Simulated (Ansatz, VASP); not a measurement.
## One calculation of LaHg2, two programs

```
CELL_PARAMETERS angstrom
4.92472 0.00000 0.00000
-2.46236 4.26493 0.00000
0.00000 0.00000 3.61557
ATOMIC_POSITIONS crystal
La 0.00000 0.00000 0.00000
Hg 0.33333 0.66667 0.50000
Hg 0.66667 0.33333 0.50000
```

Change from the starting cell: volume scaled by 0.98, PAW files.

Alike in both runs: task electric field gradients; functional LDA; k mesh 8 × 8 × 9; occupations fermi-dirac, width 0.08 eV; no spin polarisation.

```csv
,VASP,Ansatz
version,VASP 6.6.1,Ansatz 0.2.0
potentials or method,"VASP PAW LDA potentials, release 64 (La, Hg)","PAW with Ansatz's default frozen-core files, scalar-relativistic"
plane-wave cutoff (eV),520,420
valence electrons in the cell,35,51
```

Ansatz gave:

| Item | Value |
| --- | --- |
| pressure (GPa) | -1.7 |
| traceless stress, the component that is largest in VASP (GPa) | -1.04 |
| size of Vzz on the site where it differs most (V/Å²) | 285.7 |

What did VASP give for the same quantities?

Pressure (GPa): -1.2; traceless stress, the component that is largest in VASP (GPa): -1.34; size of Vzz on the site where it differs most (V/Å²): 324.0.

LDA's correlation is that of Perdew and Zunger in VASP and of Perdew and Wang (1992) in Ansatz. VASP's potentials hold 35 valence electrons a cell and Ansatz's 51, so a difference there can come from the potentials and not from the codes.

Neither program's run includes spin-orbit coupling.
